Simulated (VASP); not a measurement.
# TiO2 in VASP: further runs

The runs below take TiO2 through single point, with PBE+U.

All numbers are computed with VASP 6.6.1; they aren't measurements. Logs are shortened: lines on timing, memory, paths and dates and some standing lists are left out, and cuts for length are marked.

### 1 The cell of the first run

The typed cell holds 6 atoms: a = 3.797 Å, b = 3.797 Å, c = 5.555 Å, α = 109.98°, β = 109.98°, γ = 90.00°.

### 2 Single point, PBE+U (atoms shifted along a free coordinate)

The input, INCAR:

```
PREC = Accurate
ENCUT = 520
EDIFF = 1E-6
ISMEAR = 0
SIGMA = 0.05
LREAL = False
LASPH = True
NELM = 150
ALGO = Normal
ISIF = 2
LWAVE = False
LCHARG = False
LMAXMIX = 4
LDAU = True
LDAUTYPE = 2
LDAUL = 2 -1
LDAUU = 4 0
LDAUJ = 0 0
LDAUPRINT = 1
GGA = PE
NBANDS = 33
```

The input, KPOINTS:

```
regular mesh
0
Gamma
  6 6 6
```

The input, POSCAR:

```
TiO2
1.0
    2.6847502805     -2.6848248863     -0.0200337111
    2.6847502805      2.6848248863     -0.0200337111
   -2.6483287093      0.0000000000      4.8834674903
Ti O
2 4
Direct
    0.1250069486      0.8749930514      0.2500000000
    0.8749930514      0.1250069486      0.7500000000
    0.3210199348      0.0710432101      0.6420495915
    0.6789800652      0.9289567899      0.3579504085
    0.9289567899      0.6789800652      0.8579504085
    0.0710432101      0.3210199348      0.1420495915
```

Potentials or basis: VASP PAW PBE potentials, release 64 (Ti_sv, O).

Command:

```console
$ cat potpaw_PBE.64/Ti_sv/POTCAR potpaw_PBE.64/O/POTCAR > POTCAR
$ mpirun -np 1 vasp_std > vasp.out
```

OUTCAR:

```text
PREC = Accurate
   ENCUT = 520
   EDIFF = 1E-6
   ISMEAR = 0
   LREAL = False
   LASPH = True
   NELM = 150
   ISIF = 2
   GGA = PE

 ion  position               nearest neighbor table
   1  0.125  0.875  0.250-   3 1.91   5 1.91   4 1.97   6 1.97   4 1.97   6 1.97
   2  0.875  0.125  0.750-   4 1.91   6 1.91   5 1.97   3 1.97   5 1.97   3 1.97
   3  0.321  0.071  0.642-   1 1.91   2 1.97   2 1.97
   4  0.679  0.929  0.358-   2 1.91   1 1.97   1 1.97
   5  0.929  0.679  0.858-   1 1.91   2 1.97   2 1.97
   6  0.071  0.321  0.142-   2 1.91   1 1.97   1 1.97

  LATTYP: Found a base centered monoclinic cell.
 ALAT       =     5.3696500513
 B/A-ratio  =     0.9999999481
 C/A-ratio  =     1.0345830161
 COS(beta)  =    -0.4832630161

  Lattice vectors:

 A1 = (   2.6847502805,  -2.6848248863,  -0.0200337111)
 A2 = (   2.6847502805,   2.6848248863,  -0.0200337111)
 A3 = (  -2.6483287093,   0.0000000000,   4.8834674903)

Analysis of symmetry for initial positions (statically):
=====================================================================
 Subroutine PRICEL returns:
 Original cell was already a primitive cell.

 Routine SETGRP: Setting up the symmetry group for a
 base centered monoclinic supercell.

 Subroutine GETGRP returns: Found  4 space group operations
 (whereof  2 operations were pure point group operations)
 out of a pool of  4 trial point group operations.

The static configuration has the point symmetry S_2 .
 The point group associated with its full space group is C_2h.

Analysis of symmetry for dynamics (positions and initial velocities):
=====================================================================
 Subroutine PRICEL returns:
 Original cell was already a primitive cell.

 Routine SETGRP: Setting up the symmetry group for a
 base centered monoclinic supercell.

 Subroutine GETGRP returns: Found  4 space group operations
 (whereof  2 operations were pure point group operations)
 out of a pool of  4 trial point group operations.

The dynamic configuration has the point symmetry S_2 .
[... 190 lines left out ...]
 -0.0009  0.1091 -0.0000  0.0000 -0.0000
  0.0000 -0.0000  0.2754  0.0022  0.0000
 -0.0000  0.0000  0.0022  0.1091  0.0001
  0.0000 -0.0000  0.0000  0.0001  0.0912

spin component  2

  0.2344 -0.0009  0.0000 -0.0000  0.0000
 -0.0009  0.1091 -0.0000  0.0000 -0.0000
  0.0000 -0.0000  0.2754  0.0022  0.0000
 -0.0000  0.0000  0.0022  0.1091  0.0001
  0.0000 -0.0000  0.0000  0.0001  0.0912

 occupancies and eigenvectors

  o =  0.0912  v = -0.0000  0.0000  0.0000 -0.0073  1.0000  0.0000  0.0000  0.0000  0.0000  0.0000      0.0000  0.0000  0.0000  0.0000  0.0000  0.0000  0.0000  0.0000  0.0000  0.0000
  o =  0.0912  v =  0.0000  0.0000  0.0000  0.0000  0.0000 -0.0000  0.0000  0.0000 -0.0073  1.0000      0.0000  0.0000  0.0000  0.0000  0.0000  0.0000  0.0000  0.0000  0.0000  0.0000
  o =  0.1091  v =  0.0000  0.0000  0.0130 -0.9999 -0.0073  0.0000  0.0000  0.0000  0.0000  0.0000      0.0000  0.0000  0.0000  0.0000  0.0000  0.0000  0.0000  0.0000  0.0000  0.0000
  o =  0.1091  v =  0.0000  0.0000  0.0000  0.0000  0.0000  0.0000  0.0000  0.0130 -0.9999 -0.0073      0.0000  0.0000  0.0000  0.0000  0.0000  0.0000  0.0000  0.0000  0.0000  0.0000
  o =  0.1091  v =  0.0000  0.0000  0.0000  0.0000  0.0000  0.0074  1.0000 -0.0000  0.0000  0.0000      0.0000  0.0000  0.0000  0.0000  0.0000  0.0000  0.0000  0.0000  0.0000  0.0000
  o =  0.1091  v =  0.0074  1.0000 -0.0000  0.0000  0.0000  0.0000  0.0000  0.0000  0.0000  0.0000      0.0000  0.0000  0.0000  0.0000  0.0000  0.0000  0.0000  0.0000  0.0000  0.0000
  o =  0.2344  v = -1.0000  0.0074  0.0000  0.0000 -0.0000  0.0000  0.0000  0.0000  0.0000  0.0000      0.0000  0.0000  0.0000  0.0000  0.0000  0.0000  0.0000  0.0000  0.0000  0.0000
  o =  0.2344  v =  0.0000  0.0000  0.0000  0.0000  0.0000 -1.0000  0.0074  0.0000  0.0000 -0.0000      0.0000  0.0000  0.0000  0.0000  0.0000  0.0000  0.0000  0.0000  0.0000  0.0000
  o =  0.2754  v = -0.0000  0.0000 -0.9999 -0.0130 -0.0000  0.0000  0.0000  0.0000  0.0000  0.0000      0.0000  0.0000  0.0000  0.0000  0.0000  0.0000  0.0000  0.0000  0.0000  0.0000
  o =  0.2754  v =  0.0000  0.0000  0.0000  0.0000  0.0000 -0.0000  0.0000 -0.9999 -0.0130 -0.0000      0.0000  0.0000  0.0000  0.0000  0.0000  0.0000  0.0000  0.0000  0.0000  0.0000

 number of electron      48.0000011 magnetization

 Free energy of the ion-electron system (eV)
  ---------------------------------------------------
  ext. energy  EPLUGINS =         0.00000000
  ---------------------------------------------------
  free energy    TOTEN  =       -48.06551902 eV

  energy without entropy =      -48.06551902  energy(sigma->0) =      -48.06551902

 E-fermi :   3.7753     XC(G=0): -10.5443

 val. band max:        3.3852698568   @ k =   0.0000   0.0000   0.5000
 cond. band min:       6.2225459449   @ k =   0.0000   0.0000   0.0000
 fundamental gap:      2.8372760881
 Fermi energy:         3.7752712861

 k-point     1 :       0.0000    0.0000    0.0000
  band No.  band energies     occupation
      1     -53.9212      2.00000
      2     -53.8697      2.00000
      3     -30.3545      2.00000
      4     -30.0972      2.00000
      5     -30.0972      2.00000
      6     -30.0347      2.00000
[... 853 lines left out ...]
     32       9.5275      0.00000
     33       9.6941      0.00000

 [... further k-points ...]
[... 5 lines left out ...]
  --------------------------------------------------------------------------------------
  -------------------------------------------------------------------------------------
  Total        3.5050590      3.5040443     11.7574400      0.0000000      0.0000000      0.0620806
  in kB       80.0919354     80.0687486    268.6619865      0.0000000      0.0000000      1.4185648
  external PRESSURE =     142.9408902 kB  Pullay stress =       0.0000000 kB

 VOLUME and BASIS-vectors are now :
 -----------------------------------------------------------------------------
  energy-cutoff  :      520.00
  volume of cell :       70.12
      direct lattice vectors                 reciprocal lattice vectors
     2.684750280 -2.684824886 -0.020033711     0.186993768 -0.186231885  0.101407651
     2.684750280  2.684824886 -0.020033711     0.186993768  0.186231885  0.101407651
    -2.648328709  0.000000000  4.883467490     0.001534229  0.000000000  0.205604552

 POSITION                                       TOTAL-FORCE (eV/Angst)
 -----------------------------------------------------------------------------------
      2.02267      2.01358      1.20083        -0.000000     -0.000134      0.000000
      0.69850     -2.01358      3.64257         0.000000      0.000134      0.000000
     -0.64777     -0.67114      3.12757         0.015554      0.000046      2.066893
      3.36894      0.67114      1.71583        -0.015554     -0.000046     -2.066893
      2.04477     -0.67114      4.15756        -0.015554      0.000046     -2.066893
      0.67640      0.67114      0.68584         0.015554     -0.000046      2.066893
 -----------------------------------------------------------------------------------
    total drift:                               -0.000000      0.000000      0.000000

  FREE ENERGIE OF THE ION-ELECTRON SYSTEM (eV)
  ---------------------------------------------------
  free  energy   TOTEN  =       -48.0655190228 eV

  energy  without entropy=      -48.0655190228  energy(sigma->0) =      -48.06551902
```

stdout:

```text
POSCAR found type information on POSCAR TiO
 POSCAR found :  2 types and       6 ions
 scaLAPACK will be used
 LDA part: xc-table for (Slater+PW92), standard interpolation
 POSCAR, INCAR and KPOINTS ok, starting setup
 FFT: planning ... GRIDC
 FFT: planning ... GRID_SOFT
 FFT: planning ... GRID
 WAVECAR not read
 entering main loop
```

It took 4.1 min on 1 thread of Intel Xeon 8259CL, shared host; peak memory 0.25 GiB.

What came out:

* Free energy: -48.0655 eV
* Pressure: 14.3 GPa
* Largest force: 2.067 eV/Å
* Band gap on the k mesh: 2.84 eV (least direct gap 3.06 eV)

Forces in eV/Å, atoms in the order of the input:
```
Ti   0.000  0.000  0.000
Ti   0.000  0.000  0.000
O    0.016  0.000  2.067
O   -0.016  0.000 -2.067
O   -0.016  0.000 -2.067
O    0.016  0.000  2.067
```

Levels at points of the mesh, in eV from the valence-band top:
| k point | band 22 | band 23 | band 24 | band 25 | band 26 | band 27 |
| --- | --- | --- | --- | --- | --- | --- |
| (0.00, 0.00, 0.00) | -0.55 | -0.40 | -0.40 | 2.84 | 3.56 | 4.84 |
| (0.50, 0.00, 0.00) | -0.84 | -0.73 | -0.55 | 3.74 | 4.06 | 4.06 |
| (0.50, 0.50, 0.00) | -1.73 | -0.35 | -0.35 | 3.76 | 3.76 | 4.21 |
| (0.00, 0.00, 0.50) | -1.02 | 0.00 | 0.00 | 3.19 | 3.19 | 4.45 |
| (0.50, 0.00, 0.50) | -0.84 | -0.73 | -0.55 | 3.74 | 4.06 | 4.06 |
| (0.50, 0.50, 0.50) | -1.73 | -0.35 | -0.35 | 3.76 | 3.76 | 4.21 |

Eigenvalues of the final occupation matrices:
| site | spin | trace | eigenvalues |
| --- | --- | --- | --- |
| site 1 d | 1 | 0.82 | 0.09 0.11 0.11 0.23 0.28 |
| site 1 d | 2 | 0.82 | 0.09 0.11 0.11 0.23 0.28 |
| site 2 d | 1 | 0.82 | 0.09 0.11 0.11 0.23 0.28 |
| site 2 d | 2 | 0.82 | 0.09 0.11 0.11 0.23 0.28 |

Caveat: the cell differs from its parent crystal (atoms shifted along a free coordinate); the stress differs along the axes, from 8 to 27 GPa; forces of over 1 eV/Å act on the atoms, so gaps and moduli don't describe the material at rest. A k mesh can miss the band edges.

### 3 Single point, PBE+U (atoms shifted along a free coordinate)

The input, INCAR:

```
SYSTEM = TiO2
PREC = Accurate
ENCUT = 520
EDIFF = 1E-6
ISMEAR = 0
SIGMA = 0.05
LREAL = .FALSE.
LASPH = .TRUE.
NELM = 150
ALGO = Normal
ISIF = 2
LWAVE = .FALSE.
LCHARG = .FALSE.
LMAXMIX = 4
LDAU = .TRUE.
LDAUTYPE = 2
LDAUL = 2 -1
LDAUU = 4 0
LDAUJ = 0 0
LDAUPRINT = 1
GGA = PE
NBANDS = 33
```

The input, KPOINTS:

```
Automatic mesh
0
G
  6 6 6
  0 0 0
```

The input, POSCAR:

```
TiO2
1.0
    2.6847502805     -2.6848248863     -0.0200337111
    2.6847502805      2.6848248863     -0.0200337111
   -2.6483287093      0.0000000000      4.8834674903
Ti O
2 4
Direct
    0.1250069486      0.8749930514      0.2500000000
    0.8749930514      0.1250069486      0.7500000000
    0.3332902468      0.0833135221      0.6665902155
    0.6667097532      0.9166864779      0.3334097845
    0.9166864779      0.6667097532      0.8334097845
    0.0833135221      0.3332902468      0.1665902155
```

Potentials or basis: VASP PAW PBE potentials, release 64 (Ti_sv, O).

Command:

```console
$ cat potpaw_PBE.64/Ti_sv/POTCAR potpaw_PBE.64/O/POTCAR > POTCAR
$ mpirun -np 1 vasp_std > vasp.out
```

Run time: 4.7 min. Hardware: 1 thread of Intel Xeon 8259CL, shared host; peak memory 0.25 GiB.

The run converged. Its results:

- Free energy: -48.4583 eV
- Pressure: 6.3 GPa
- Largest force: 0.205 eV/Å
- Band gap on the k mesh: 2.64 eV (least direct gap 2.99 eV)

Forces in eV/Å, atoms in the order of the input:
```
Ti   0.000  0.000  0.000
Ti   0.000  0.000  0.000
O   -0.001  0.000 -0.205
O    0.001  0.000  0.205
O    0.001  0.000  0.205
O   -0.001  0.000 -0.205
```

Stress tensor (GPa, compression positive):
```
 8.32  0.00 -0.04
 0.00  8.32  0.00
-0.04  0.00  2.40
```

Levels at points of the mesh, in eV from the valence-band top:
```csv
k point,band 20,band 21,band 22,band 23,band 24,band 25,band 26,band 27,band 28,band 29
"(0.00, 0.00, 0.00)",-0.83,-0.81,-0.81,-0.43,-0.43,2.64,3.33,4.30,4.30,4.37
"(0.50, 0.00, 0.00)",-1.90,-1.80,-0.97,-0.90,-0.70,3.71,3.87,3.92,4.05,4.62
"(0.50, 0.50, 0.00)",-2.52,-2.03,-2.03,0.00,0.00,3.74,3.74,4.16,4.16,5.26
"(0.00, 0.00, 0.50)",-1.42,-1.32,-1.32,-0.14,-0.14,2.97,2.97,4.21,4.21,4.48
"(0.50, 0.00, 0.50)",-1.90,-1.80,-0.97,-0.90,-0.70,3.71,3.87,3.92,4.05,4.62
"(0.50, 0.50, 0.50)",-2.52,-2.03,-2.03,0.00,0.00,3.74,3.74,4.16,4.16,5.26
```

Eigenvalues of the final occupation matrices:
| site | spin | trace | eigenvalues |
| --- | --- | --- | --- |
| site 1 d | 1 | 0.80 | 0.10 0.10 0.11 0.24 0.25 |
| site 1 d | 2 | 0.80 | 0.10 0.10 0.11 0.24 0.25 |
| site 2 d | 1 | 0.80 | 0.10 0.10 0.11 0.24 0.25 |
| site 2 d | 2 | 0.80 | 0.10 0.10 0.11 0.24 0.25 |

Caveat: the cell differs from its parent crystal (atoms shifted along a free coordinate); the stress differs along the axes, from 2 to 8 GPa.
